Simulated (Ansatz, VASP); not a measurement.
**One calculation of Y3AlN4, two programs**

INCAR

```
PREC = Accurate
ENCUT = 520
EDIFF = 1E-6
ISMEAR = -1
SIGMA = 0.02
LREAL = F
LASPH = T
NELM = 100
ALGO = Normal
ISIF = 2
LWAVE = F
LCHARG = F
GGA = PE
NBANDS = 38
```

Contents of KPOINTS:

```
regular mesh
0
Gamma
  6 8 4
```

File POSCAR:

```
Y3AlN4
1.0
    5.0914941655      0.0000000000      0.0021149222
    0.0000000000      3.7245020683      0.0000000000
    0.0020358941      0.0000000000      6.6103545762
Al Y N
1 3 4
Direct
    0.0071816513      0.0000000000      0.6576590009
    0.0384515466      0.5000000000      0.1656376139
    0.5404165368      0.5000000000      0.8245076104
    0.5378036338      0.0000000000      0.3501057742
    0.6421068087      0.0000000000      0.6696512877
    0.5782474660      0.5000000000      0.1655559196
    0.0801294096      0.5000000000      0.8013136061
    0.0756629471      0.0000000000      0.3655691872
```

Input for Ansatz:

```yaml
crystal:
  lattice:
    - [5.0914941655, 0.0, 0.0021149222]
    - [0.0, 3.7245020683, 0.0]
    - [0.0020358941, 0.0, 6.6103545762]
  atoms:
    - { symbol: Al, position: [0.0071816513, 0.0, 0.6576590009] }
    - { symbol: "Y", position: [0.0384515466, 0.5, 0.1656376139] }
    - { symbol: "Y", position: [0.5404165368, 0.5, 0.8245076104] }
    - { symbol: "Y", position: [0.5378036338, 0.0, 0.3501057742] }
    - { symbol: "N", position: [0.6421068087, 0.0, 0.6696512877] }
    - { symbol: "N", position: [0.578247466, 0.5, 0.1655559196] }
    - { symbol: "N", position: [0.0801294096, 0.5, 0.8013136061] }
    - { symbol: "N", position: [0.0756629471, 0.0, 0.3655691872] }
kpoints:
  mp_grid: { grid: [6, 8, 4] }
  band_path:
    path:
      - [0.0, 0.0, 0.0]
      - [4.333126396279e-36, -0.5, -3.163703018936e-20]
      - [2.510699331991e-20, -0.5, -0.5]
      - [2.510699331991e-20, -1.005996013735e-20, -0.5]
      - [0.0, 0.0, 0.0]
      - [-0.5, -3.510219592367e-20, -0.5]
      - [-0.5, -0.5, -0.5]
      - [4.333126396279e-36, -0.5, -3.163703018936e-20]
      - [-0.5, -0.5, 3.419425675829e-17]
      - [-0.5, -2.504223578632e-20, 3.42287679853e-17]
      - [0.0, 0.0, 0.0]
    npoints: 10
hamiltonian:
  xc: pbe
scf:
  occupations: { method: fermi_dirac, width: 0.02 }
  n_extra_bands: 6
output:
  forces: true
  stress: true
  eigenvalues: true
```

Alike in both runs: task single point; functional PBE; k mesh 6 × 8 × 4; occupations fermi-dirac, width 0.02 eV; no spin polarisation.

|  | VASP | Ansatz |
| --- | --- | --- |
| version | VASP 6.6.1 | Ansatz 0.2.0 |
| potentials or method | VASP PAW PBE potentials, release 64 (Al, Y_sv, N) | plane waves, PAW |
| plane-wave cutoff (eV) | 520 | 420 |
| valence electrons in the cell | 56 | 56 |

|  | VASP | Ansatz | Ansatz less VASP |
| --- | --- | --- | --- |
| gap on the k mesh at the Fermi level (eV) | 1.80 | 1.81 | +0.008 |
| pressure (GPa) | 1.3 | 1.4 | +0.16 |
| traceless stress, the component that is largest in VASP (GPa) | -0.12 | -0.09 | +0.025 |
| rms of the force components (eV/Å) | 0.068 | 0.067 | -0.0014 |

Atom by atom the forces differ by 0.003 eV/Å (rms over components). With one functional, cell and mesh, what is left measures potentials, basis and numerics.
